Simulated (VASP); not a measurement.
Write the native input for VASP 6.6.1 that does the following.

```yaml
Task: single point
Functional: PBEsol
Potentials_or_basis: VASP PAW PBE potentials, release 64 (Al)
Cutoff: 520 eV
k_mesh: 14 × 14 × 14
Occupations: fermi-dirac, width 0.05 eV
Spin: no spin polarisation
Dipole_correction: no
Further_INCAR_settings: ALGO = Normal; EDIFF = 1e-07; NBANDS = 8
```

The structure of Al lies in POSCAR:

```
Al
1.0
    0.0000000000      2.0239800000      2.0644596000
    2.0239800000      0.0000000000      2.0644596000
    2.0239800000      2.0239800000      0.0000000000
Al
1
Direct
    0.0000000000      0.0000000000      0.0000000000
```

This cell differs from its parent crystal: zz strain of +2 %.

These files were run (other wordings do the same):

INCAR

```
SYSTEM = Al
PREC = Accurate
ENCUT = 520
EDIFF = 1E-7
ISMEAR = -1
SIGMA = 0.05
LREAL = .FALSE.
LASPH = .TRUE.
NELM = 100
ALGO = Normal
ISIF = 2
LWAVE = .FALSE.
LCHARG = .FALSE.
GGA = PS
NBANDS = 8
```

KPOINTS

```
Automatic mesh
0
G
  14 14 14
  0 0 0
```

Potentials or basis: VASP PAW PBE potentials, release 64 (Al).

Command:

```console
$ cat potpaw_PBE.64/Al/POTCAR > POTCAR
$ mpirun -np 1 vasp_std > vasp.out
```

It gave:

```json
{"Pressure": "-3.3 GPa"}
```

Caveat: the cell differs from its parent crystal (zz strain of +2 %); the PAW data sets were made with another functional, which shifts forces and pressure a little.

It took 11 s on 1 thread of Intel Xeon 6975P-C, with other jobs on the host, peak memory 0.15 GiB.
